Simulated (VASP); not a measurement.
Here is a VASP 6.6.1 calculation.

Contents of INCAR:

```
  PREC = Accurate
  ENCUT = 520
  EDIFF = 1E-7
  ISMEAR = -1
  SIGMA = 0.02
  LREAL = Auto
  LASPH = T
  NELM = 80
  ALGO = Normal
  ISIF = 2
  LWAVE = F
  LCHARG = T
  GGA = PE
  LELF = T
  LVHAR = T
  NBANDS = 53
```

File KPOINTS:

```
regular mesh
0
Gamma
  2 2 2
```

POSCAR

```
Si16Ge
1.0
    0.0000000000      5.4300000000      5.4300000000
    5.4300000000      0.0000000000      5.4300000000
    5.4300000000      5.4300000000      0.0000000000
Si Ge
16 1
Direct
    0.0084457643     -0.0263249540      0.0088851750
    0.1177003683      0.1242222836      0.1182204420
   -0.0227500000      0.0105056169      0.5062914365
    0.1176753223      0.1242570902      0.6398454880
   -0.0010183241      0.4953026703     -0.0005995396
    0.1326157459      0.6010317680      0.1331807551
   -0.0010965009      0.4952970534      0.5063488029
    0.1143474217      0.6294899632      0.6280662063
    0.5057650092      0.0104130755     -0.0225103131
    0.6393134438      0.1242082873      0.1181968692
    0.5054120626      0.0105010129      0.5062566298
    0.6138011971      0.1578157459      0.6139956722
    0.5057621547      0.4952829650     -0.0005940147
    0.6276902394      0.6294563536      0.1145957643
    0.4924926335      0.5217602210      0.4926953959
    0.6275432781      0.6294834254      0.6280651934
    0.3617997238      0.9137748619      0.3620293738
```

Potentials or basis: VASP PAW PBE potentials, release 64 (Si, Ge_d).

Command:

```sh
$ cat potpaw_PBE.64/Si/POTCAR potpaw_PBE.64/Ge_d/POTCAR > POTCAR
$ mpirun -np 1 vasp_std > vasp.out
```

(1) Predict the pressure.

(2) Estimate the band gap on the k mesh.

(3) Estimate the largest force.

Results:

(1) 6.5 GPa.

(2) zero (band 39 reaches 6.98 eV, above the bottom of band 40 at 6.73 eV).

(3) 0.204 eV/Å.

Caveat: the k points lie up to 0.50 Å⁻¹ apart.
